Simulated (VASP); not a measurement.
Set up this calculation in VASP 6.6.1, as the native input.

- Task: single point
- Functional: PBE
- Potentials or basis: VASP PAW PBE potentials, release 64 (Ga_d, P)
- Cutoff: 520 eV
- k mesh: 8 × 8 × 8
- Occupations: gaussian, width 0.01 eV
- Spin: no spin polarisation
- Dipole correction: no
- Further INCAR settings: ALGO = Normal; EDIFF = 1e-06; NBANDS = 16

The structure of GaP lies in POSCAR:

```
GaP
1.0
    0.0000000000      2.6194648076      2.6194648076
    2.6194648076      0.0000000000      2.6194648076
    2.6194648076      2.6194648076      0.0000000000
Ga P
1 1
Direct
    0.0000000000      0.0000000000      0.0000000000
    0.7500000000      0.7500000000      0.7500000000
```

These files were run (other wordings do the same):

INCAR

```
SYSTEM = GaP
PREC = Accurate
ENCUT = 520
EDIFF = 1E-6
ISMEAR = 0
SIGMA = 0.01
LREAL = .FALSE.
LASPH = .TRUE.
NELM = 100
ALGO = Normal
ISIF = 2
LWAVE = .FALSE.
LCHARG = .FALSE.
GGA = PE
NBANDS = 16
```

KPOINTS

```
regular mesh
0
G
  8 8 8
  0 0 0
```

Potentials or basis: VASP PAW PBE potentials, release 64 (Ga_d, P).

Launch:

```bash
$ cat potpaw_PBE.64/Ga_d/POTCAR potpaw_PBE.64/P/POTCAR > POTCAR
$ mpirun -np 1 vasp_std > vasp.out
```

Results of the run:

```json
{
 "Pressure": "15.8 GPa",
 "Band gap on the k mesh": "1.38 eV, indirect (least direct gap 2.84 eV)"
}
```

Wall time 12 s on 1 thread of Intel(R) Xeon(R) Platinum 8375C CPU @ 2.90GHz (Ice Lake), with other jobs on the host, peak memory 0.16 GiB.
